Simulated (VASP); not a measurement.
Input of a VASP 6.6.1 run:

File INCAR:

```
PREC = Accurate
ENCUT = 600
EDIFF = 1E-7
ISMEAR = -1
SIGMA = 0.05
LREAL = False
LASPH = True
NELM = 80
ALGO = Normal
ISIF = 3
LWAVE = False
LCHARG = False
GGA = PS
IBRION = 2
NSW = 80
EDIFFG = -0.02
PSTRESS = 50.0
```

Contents of KPOINTS:

```
Automatic mesh
0
Gamma
  12 12 12
```

File POSCAR:

```
Al
1.0
   -1.5912186900      1.5912186900      1.5912186900
    1.5912186900     -1.5912186900      1.5912186900
    1.5912186900      1.5912186900     -1.5912186900
Al
1
Direct
    0.0000000000      0.0000000000      0.0000000000
```

Potentials or basis: VASP PAW PBE potentials, release 64 (Al).

Run with:

```console
$ cat potpaw_PBE.64/Al/POTCAR > POTCAR
$ mpirun -np 1 vasp_std > vasp.out
```

Task: What does it give for the relaxed cell?

Result: a = 2.728 Å, b = 2.728 Å, c = 2.728 Å, α = 109.47°, β = 109.47°, γ = 109.47°.

Task: Predict the relaxed volume.

Result: 15.63 Å³/atom.

Task: What does it give for the space group after relaxing (to 0.05 Å)?

Result: Im-3m (No. 229).

Final structure:
```xyz
1
Lattice="-1.5749 1.5749 1.5749 1.5749 -1.5749 1.5749 1.5749 1.5749 -1.5749" Properties=species:S:1:pos:R:3 pbc="T T T"
Al    0.0000    0.0000    0.0000
```

Caveat: the cell is relaxed towards a set pressure, so the enthalpy falls and the energy may rise; the PAW data sets were made with another functional, which shifts forces and pressure a little.
